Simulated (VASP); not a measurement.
# CdS (zincblende type) (F-43m) in VASP: notebook

CdS (zincblende type) is run at these levels: LDA; tasks: single point.

Everything below comes from runs of VASP 6.6.1. Logs are shortened: lines on timing, memory, paths and dates and some standing lists are left out, and cuts for length are marked.

### Step 1. The cell of the first run

It takes space group F-43m (No. 216, cubic). The conventional cell has a = 4.717 Å, b = 4.717 Å, c = 4.717 Å, α = 90.00°, β = 90.00°, γ = 90.00°. Cd (site symmetry -43m) has 4 S at 2.04 Å within 2.7 Å. Within 2.7 Å of S (site symmetry -43m) lie 4 Cd at 2.04 Å.

### Step 2. Single point, LDA (13.12 Å³/atom)

Input file INCAR:

```
SYSTEM = CdS
  PREC = Accurate
  ENCUT = 520
  EDIFF = 1E-6
  ISMEAR = -1
  SIGMA = 0.08
  LREAL = .FALSE.
  LASPH = .TRUE.
  NELM = 60
  ALGO = Normal
  ISIF = 2
  LWAVE = .FALSE.
  LCHARG = .FALSE.
  NBANDS = 16
```

Input file KPOINTS:

```
regular mesh
0
G
  11 11 11
  0 0 0
```

Input file POSCAR:

```
CdS
1.0
    0.0000000000      2.3583484606      2.3583484606
    2.3583484606      0.0000000000      2.3583484606
    2.3583484606      2.3583484606      0.0000000000
Cd S
1 1
Direct
    0.0000000000      0.0000000000      0.0000000000
    0.2500000000      0.2500000000      0.2500000000
```

Potentials or basis: VASP PAW LDA potentials, release 64 (Cd, S).

Command:

```console
$ cat potpaw_LDA.64/Cd/POTCAR potpaw_LDA.64/S/POTCAR > POTCAR
$ mpirun -np 1 vasp_std > vasp.out
```

OUTCAR:

```text
SYSTEM = CdS
   PREC = Accurate
   ENCUT = 520
   EDIFF = 1E-6
   ISMEAR = -1
   LREAL = .FALSE.
   LASPH = .TRUE.
   NELM = 60
   ISIF = 2

 ion  position               nearest neighbor table
   1  0.000  0.000  0.000-   2 2.04   2 2.04   2 2.04   2 2.04
   2  0.250  0.250  0.250-   1 2.04   1 2.04   1 2.04   1 2.04

  LATTYP: Found a face centered cubic cell.
 ALAT       =     4.7166969212

  Lattice vectors:

 A1 = (   0.0000000000,   2.3583484606,   2.3583484606)
 A2 = (   2.3583484606,   0.0000000000,   2.3583484606)
 A3 = (   2.3583484606,   2.3583484606,   0.0000000000)

Analysis of symmetry for initial positions (statically):
=====================================================================
 Subroutine PRICEL returns:
 Original cell was already a primitive cell.

 Routine SETGRP: Setting up the symmetry group for a
 face centered cubic supercell.

 Subroutine GETGRP returns: Found 24 space group operations
 (whereof 24 operations were pure point group operations)
 out of a pool of 48 trial point group operations.

The static configuration has the point symmetry T_d .

Analysis of symmetry for dynamics (positions and initial velocities):
=====================================================================
 Subroutine PRICEL returns:
 Original cell was already a primitive cell.

 Routine SETGRP: Setting up the symmetry group for a
 face centered cubic supercell.

 Subroutine GETGRP returns: Found 24 space group operations
 (whereof 24 operations were pure point group operations)
 out of a pool of 48 trial point group operations.

The dynamic configuration has the point symmetry T_d .

 Subroutine INISYM returns: Found 24 space group operations
 (whereof 24 operations are pure point group operations),
 and found     1 'primitive' translations

----------------------------------------------------------------------------------------

                                     Primitive cell

  volume of cell :      26.2334

  direct lattice vectors                    reciprocal lattice vectors
     0.000000000  2.358348461  2.358348461    -0.212012774  0.212012774  0.212012774
     2.358348461  0.000000000  2.358348461     0.212012774 -0.212012774  0.212012774
     2.358348461  2.358348461  0.000000000     0.212012774  0.212012774 -0.212012774

  length of vectors
     3.335208378  3.335208378  3.335208378     0.367216897  0.367216897  0.367216897

  position of ions in fractional coordinates (direct lattice)
     0.000000000  0.000000000  0.000000000
     0.250000000  0.250000000  0.250000000

  ion indices of the primitive-cell ions
   primitive index   ion index
                 1           1
                 2           2

----------------------------------------------------------------------------------------

 KPOINTS: regular mesh

Automatic generation of k-mesh.
 Grid dimensions read from file:
 generate k-points for:   11   11   11

 Generating k-lattice:

  Cartesian coordinates                     Fractional coordinates (reciprocal lattice)
    -0.019273889  0.019273889  0.019273889     0.090909091  0.000000000  0.000000000
     0.019273889 -0.019273889  0.019273889     0.000000000  0.090909091  0.000000000
     0.019273889  0.019273889 -0.019273889     0.000000000  0.000000000  0.090909091

  Length of vectors
     0.033383354  0.033383354  0.033383354

  Shift w.r.t. Gamma in fractional coordinates (k-lattice)
     0.000000000  0.000000000  0.000000000

 Subroutine IBZKPT returns following result:
 ===========================================

 Found     56 irreducible k-points:

 Following reciprocal coordinates:
            Coordinates               Weight
  0.000000  0.000000  0.000000      1.000000
  0.090909  0.000000  0.000000      8.000000
  0.181818  0.000000  0.000000      8.000000
  0.272727  0.000000  0.000000      8.000000
  0.363636  0.000000  0.000000      8.000000
  0.454545  0.000000  0.000000      8.000000
[... 16 lines left out ...]
 -0.272727  0.181818  0.000000     24.000000
 -0.181818  0.181818  0.000000     12.000000
 [... further k-points ...]
   k-points           NKPTS =     56   k-points in BZ     NKDIM =     56   number of bands    NBANDS=     16
   number of dos      NEDOS =    301   number of ions     NIONS =      2
   total plane-waves  NPLWV =  21952
   dimension x,y,z NGX =    28 NGY =   28 NGZ =   28
   dimension x,y,z NGXF=    56 NGYF=   56 NGZF=   56
   ions per type =               1   1
   NGX,Y,Z   is equivalent  to a cutoff of  13.96, 13.96, 13.96 a.u.
   NGXF,Y,Z  is equivalent  to a cutoff of  27.91, 27.91, 27.91 a.u.
 SYSTEM =  CdS
   PREC   = accura    normal or accurate (medium, high low for compatibility)
   ISTART =      0    job   : 0-new  1-cont  2-samecut
   ICHARG =      2    charge: 1-file 2-atom 10-const
   ISPIN  =      1    spin polarized calculation?
   LNONCOLLINEAR =      F non collinear calculations
   LSORBIT =      F    spin-orbit coupling
   LASPH  =      T    aspherical Exc in radial PAW
   ENCUT  =  520.0 eV  38.22 Ry    6.18 a.u.   6.20  6.20  6.20*2*pi/ulx,y,z
   NELM   =     60;   NELMIN=  2; NELMDL= -5     # of ELM steps
   EDIFF  = 0.1E-05   stopping-criterion for ELM
   LREAL  =      F    real-space projection
   EDIFFG = 0.1E-04   stopping-criterion for IOM
   NSW    =      0    number of steps for IOM
   IBRION =     -1    ionic relax: 0-MD 1-quasi-New 2-CG
   NFREE  =      0    steps in history (QN), initial steepest desc. (CG)
   ISIF   =      2    stress and relaxation
   ISYM   =      2    0-nonsym 1-usesym 2-fastsym
   POTIM  = 0.5000    time-step for ionic-motion
   TEBEG  =    0.0;   TEEND  =   0.0 temperature during run
   PSTRESS=    0.0 pullay stress
   NELECT =      18.0000    total number of electrons
   NUPDOWN=      -1.0000    fix difference up-down
   EMIN   =  10.00;   EMAX   =-10.00  energy-range for DOS
   EFERMI =   0.00;   METHOD = LEGACY
   ISMEAR =    -1;   SIGMA  =   0.08  broadening in eV -4-tet -1-fermi 0-gaus
   EFERMI_NEDOS =   21; number of points for ismear=-14 and -15
   IALGO  =     38    algorithm
   IMIX   =      4    mixing-type and parameters
     AMIX     =   0.40;   BMIX     =  1.00
     AMIX_MAG =   1.60;   BMIX_MAG =  1.00
  volume/ion in A,a.u.               =      13.12        88.52
  Fermi-wavevector in a.u.,A,eV,Ry     =   1.443935  2.728642 28.367450  2.084949
  Thomas-Fermi vector in A             =   2.562287
   LORBIT       =      0    0 simple, 1 ext, 2 COOP (PROOUT), +10 PAW based schemes
   GGA     = CA    functional components
   LHFCALC =     F    Hartree Fock is set to
   AEXX    =    0.0000 exact exchange contribution
   IVDW    =     0    specifies the selected vdW correction
   LEPSILON=     F    determine dielectric tensor
   LRPA    =     F    only Hartree local field effects (RPA)
 non-spin polarized calculation
  energy-cutoff  :      520.00
  volume of cell :       26.23
 maximum number of plane-waves:       725
 NGX is ok and might be reduce to    28
   NGX = 13   NGY = 13   NGZ = 13

 number of electron      18.0000001 magnetization

 Free energy of the ion-electron system (eV)
  ---------------------------------------------------
  ext. energy  EPLUGINS =         0.00000000
  ---------------------------------------------------
  free energy    TOTEN  =        -0.99372040 eV

  energy without entropy =       -0.99372008  energy(sigma->0) =       -0.99372024

 E-fermi :  10.5687     XC(G=0): -12.8139

 val. band max:        9.7088795902   @ k =   0.0000   0.0000   0.0000
 cond. band min:      11.4267016912   @ k =   0.0000   0.0000   0.0000
 fundamental gap:      1.7178221009
 Fermi energy:        10.5686707392

 k-point     1 :       0.0000    0.0000    0.0000
  band No.  band energies     occupation
      1      -9.1871      2.00000
      2      -3.5419      2.00000
      3      -3.5419      2.00000
      4      -3.5419      2.00000
      5      -1.7215      2.00000
      6      -1.7215      2.00000
[... 8 lines left out ...]
     15      21.5959      0.00000
     16      22.9912      0.00000

 k-point     2 :       0.0909    0.0000    0.0000
  band No.  band energies     occupation
      1      -9.0822      2.00000
      2      -3.5275      2.00000
      3      -3.4976      2.00000
      4      -3.4976      2.00000
      5      -1.7298      2.00000
      6      -1.7298      2.00000
[... 8 lines left out ...]
     15      20.8841      0.00000
     16      22.6134      0.00000

 k-point     3 :       0.1818    0.0000    0.0000
  band No.  band energies     occupation
      1      -8.7986      2.00000
      2      -3.4365      2.00000
      3      -3.3861      2.00000
      4      -3.3861      2.00000
      5      -1.7363      2.00000
      6      -1.7363      2.00000
[... 8 lines left out ...]
     15      20.1873      0.00000
     16      22.2611      0.00000

 k-point     4 :       0.2727    0.0000    0.0000
  band No.  band energies     occupation
      1      -8.4285      2.00000
      2      -3.2628      2.00000
      3      -3.2628      2.00000
      4      -3.1402      2.00000
      5      -1.7014      2.00000
      6      -1.7014      2.00000
[... 8 lines left out ...]
     15      20.3881      0.00000
     16      22.2073      0.00000

 k-point     5 :       0.3636    0.0000    0.0000
  band No.  band energies     occupation
      1      -8.1034      2.00000
      2      -3.1811      2.00000
      3      -3.1811      2.00000
      4      -2.4859      2.00000
      5      -1.6137      2.00000
      6      -1.6137      2.00000
[... 8 lines left out ...]
     15      21.4529      0.00000
     16      22.5764      0.00000

 k-point     6 :       0.4545    0.0000    0.0000
  band No.  band energies     occupation
      1      -7.9246      2.00000
      2      -3.1491      2.00000
      3      -3.1491      2.00000
      4      -1.5320      2.00000
      5      -1.5320      2.00000
      6      -1.4422      2.00000
[... 8 lines left out ...]
     15      22.6402      0.00000
     16      23.3072      0.00000
[... 267 lines left out ...]
 k-point    21 :      -0.4545    0.1818    0.0000
  band No.  band energies     occupation
      1      -7.7530      2.00000
      2      -3.1525      2.00000
      3      -2.8769      2.00000
      4      -2.0942      2.00000
      5      -1.5359      2.00000
      6      -0.1449      2.00000
[... 8 lines left out ...]
     15      22.5467      0.00000
     16      24.7980      0.00000

 k-point    22 :      -0.3636    0.1818    0.0000
  band No.  band energies     occupation
      1      -7.8086      2.00000
      2      -3.1376      2.00000
      3      -2.9212      2.00000
      4      -2.1257      2.00000
      5      -1.6919      2.00000
      6      -0.9406      2.00000
[... 8 lines left out ...]
     15      22.1989      0.00000
     16      24.8697      0.00000

 k-point    23 :      -0.2727    0.1818    0.0000
  band No.  band energies     occupation
      1      -8.0065      2.00000
      2      -3.1436      2.00000
      3      -3.0241      2.00000
      4      -2.6631      2.00000
      5      -1.8285      2.00000
      6      -1.3368      2.00000
[... 8 lines left out ...]
     15      22.7593      0.00000
     16      25.3377      0.00000

 k-point    24 :      -0.1818    0.1818    0.0000
  band No.  band energies     occupation
      1      -8.3042      2.00000
      2      -3.2380      2.00000
      3      -3.1774      2.00000
      4      -3.0783      2.00000
      5      -1.8679      2.00000
      6      -1.5123      2.00000
[... 8 lines left out ...]
     15      22.3014      0.00000
     16      24.5647      0.00000

 [... further k-points ...]
[... 5 lines left out ...]
  --------------------------------------------------------------------------------------
  -------------------------------------------------------------------------------------
  Total       26.9709034     26.9709034     26.9709034      0.0000000     -0.0000000     -0.0000000
  in kB     1647.2220767   1647.2220767   1647.2220767      0.0000000     -0.0000000     -0.0000000
  external PRESSURE =    1647.2220767 kB  Pullay stress =       0.0000000 kB

 VOLUME and BASIS-vectors are now :
 -----------------------------------------------------------------------------
  energy-cutoff  :      520.00
  volume of cell :       26.23
      direct lattice vectors                 reciprocal lattice vectors
     0.000000000  2.358348461  2.358348461    -0.212012774  0.212012774  0.212012774
     2.358348461  0.000000000  2.358348461     0.212012774 -0.212012774  0.212012774
     2.358348461  2.358348461  0.000000000     0.212012774  0.212012774 -0.212012774

 POSITION                                       TOTAL-FORCE (eV/Angst)
 -----------------------------------------------------------------------------------
      0.00000      0.00000      0.00000        -0.000000     -0.000000     -0.000000
      1.17917      1.17917      1.17917         0.000000      0.000000      0.000000
 -----------------------------------------------------------------------------------
    total drift:                               -0.000001     -0.000001     -0.000001

  FREE ENERGIE OF THE ION-ELECTRON SYSTEM (eV)
  ---------------------------------------------------
  free  energy   TOTEN  =        -0.9937203991 eV

  energy  without entropy=       -0.9937200836  energy(sigma->0) =       -0.99372024
```

Wall time 52 s (1 thread of AMD EPYC 7R13, shared host); peak memory 0.12 GiB.

What came out:

- Free energy: -0.9937 eV
- Pressure: 164.7 GPa
- Band gap on the k mesh: 1.72 eV

Levels at points of the mesh, in eV from the valence-band top:
| k point | band 6 | band 7 | band 8 | band 9 | band 10 | band 11 | band 12 | band 13 |
| --- | --- | --- | --- | --- | --- | --- | --- | --- |
| (0.00, 0.00, 0.00) | -11.43 | 0.00 | 0.00 | 0.00 | 1.72 | 5.04 | 5.04 | 5.04 |

Caveat: the cell stands under pressure; an odd mesh through Γ misses points on the zone boundary, where band edges can lie.

### Step 3. Single point, LDA (13.12 Å³/atom)

Input file INCAR:

```
SYSTEM = CdS
  ALGO = Normal
  EDIFF = 1E-6
  ENCUT = 520
  GGA = CA
  ISIF = 2
  ISMEAR = -1
  LASPH = .True.
  LCHARG = .True.
  LELF = .True.
  LREAL = .False.
  LVHAR = .True.
  LWAVE = .False.
  NBANDS = 16
  NELM = 60
  PREC = Accurate
  SIGMA = 0.08
```

Input file KPOINTS:

```
k-points
0
Gamma
  11 11 11
  0 0 0
```

POSCAR is that of step 2.

Potentials or basis: VASP PAW LDA potentials, release 64 (Cd, S).

Command:

```console
$ cat potpaw_LDA.64/Cd/POTCAR potpaw_LDA.64/S/POTCAR > POTCAR
$ mpirun -np 1 vasp_std > vasp.out
```

Wall time 46 s (1 thread of AMD EPYC 7R13, shared host); peak memory 0.12 GiB.

It converged, with:

| Item | Value |
| --- | --- |
| Free energy | -0.9937 eV |
| Pressure | 164.7 GPa |
| Band gap on the k mesh | 1.72 eV |

Levels at points of the mesh, in eV from the valence-band top:
```
           k point  band 6  band 7  band 8  band 9  band 10  band 11  band 12  band 13
(0.00, 0.00, 0.00)  -11.43    0.00    0.00    0.00     1.72     5.04     5.04     5.04
```

Caveat: the cell stands under pressure; an odd mesh through Γ misses points on the zone boundary, where band edges can lie.
